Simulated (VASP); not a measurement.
Crystal: CuO.

```
Cu O
1.0
     1.99097   -2.15355    0.00000
     1.99097    2.15355    0.00000
     0.00000    0.00000    5.15593
Cu O
2 2
Direct
  0.00000 0.50000 0.00000
  0.50000 0.00000 0.50000
  0.50000 0.50000 0.25000
  0.50000 0.50000 0.75000
```

Base run:

```yaml
Program: VASP 6.6.1
Functional: PBE
Potentials_or_basis: VASP PAW PBE potentials, release 64 (Cu, O)
Cutoff: 520 eV
k_mesh: 14 × 14 × 8
Occupations: gaussian, width 0.1 eV
Spin: no spin polarisation
```

Its results: band gap on the k mesh zero (bands 17 and 18 overlap by 1.08 eV); pressure 2.1 GPa.

Problem. The run is repeated on the same cell with these changes: functional from PBE to LDA; potentials or basis from VASP PAW PBE potentials, release 64 (Cu, O) to VASP PAW LDA potentials, release 64 (Cu, O). What comes out?

Solution. Band gap on the k mesh zero (bands 17 and 18 overlap by 1.11 eV); pressure -11.4 GPa.

Caveats: semilocal functionals often make such compounds metallic where correlation or magnetic order opens a gap, which also shifts bond lengths; the cell stands under tension (at least some runs).
